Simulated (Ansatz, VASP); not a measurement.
## One calculation of BiB, two programs

Contents of POSCAR:

```
BiB
1.0
    0.0000000000      2.7448744688      2.7448744688
    2.7448744688      0.0000000000      2.7448744688
    2.7448744688      2.7448744688      0.0000000000
B Bi
1 1
Direct
    0.0000000000      0.0000000000      0.0000000000
    0.2500000000      0.2500000000      0.2500000000
```

INCAR.step1

```
PREC = Accurate
ENCUT = 520
EDIFF = 1E-5
ISMEAR = 0
SIGMA = 0.01
LREAL = F
LASPH = T
NELM = 80
ALGO = Normal
ISIF = 2
LWAVE = T
LCHARG = F
NBANDS = 16
GGA = PE
```

File INCAR.step2:

```
PREC = Accurate
ENCUT = 520
EDIFF = 1E-6
ISMEAR = 0
SIGMA = 0.01
LREAL = F
LASPH = T
NELM = 80
ALGO = Normal
ISIF = 2
LWAVE = F
LCHARG = F
GGA = PE
LHFCALC = T
AEXX = 0.35
PRECFOCK = Normal
NBANDS = 16
ISTART = 1
```

File KPOINTS:

```
Automatic mesh
0
Gamma
  4 4 4
```

Input for Ansatz:

```yaml
crystal:
  lattice:
    - [0.0, 2.7448744688, 2.7448744688]
    - [2.7448744688, 0.0, 2.7448744688]
    - [2.7448744688, 2.7448744688, 0.0]
  atoms:
    - { symbol: B, position: [0.0, 0.0, 0.0] }
    - { symbol: Bi, position: [0.25, 0.25, 0.25] }
kpoints:
  mp_grid: { grid: [4, 4, 4] }
hamiltonian:
  xc: { exchange: pbe, correlation: pbe, exx: { coeff: 0.35 } }
scf:
  occupations: { method: fixed }
  n_extra_bands: 4
output:
  forces: true
  stress: true
  eigenvalues: true
```

Alike in both runs: task single point; functional PBE-based global hybrid; k mesh 4 × 4 × 4; no spin polarisation.

|  | VASP | Ansatz |
| --- | --- | --- |
| version | VASP 6.6.1 | Ansatz 0.2.0 |
| potentials or method | VASP PAW PBE potentials, release 64 (B, Bi_d) | plane waves |
| plane-wave cutoff (eV) | 520 | 420 |
| occupations | gaussian, width 0.01 eV | fixed |
| valence electrons in the cell | 18 | 18 |

VASP gave:

| Property | Result |
| --- | --- |
| gap on the k mesh at the Fermi level (eV) | 2.28 |
| pressure (GPa) | -3.4 |

**Question.** What did Ansatz give for the same quantities?

**Answer.** gap on the k mesh at the Fermi level (eV): 2.21; pressure (GPa): -3.3.

VASP's potentials were made for PBE, not for PBE-based global hybrid. Ansatz's warnings: stress exchange threshold loose, stress scf threshold loose.

The k mesh is coarse, so the values compare programs but aren't converged. Neither program's run includes spin-orbit coupling.
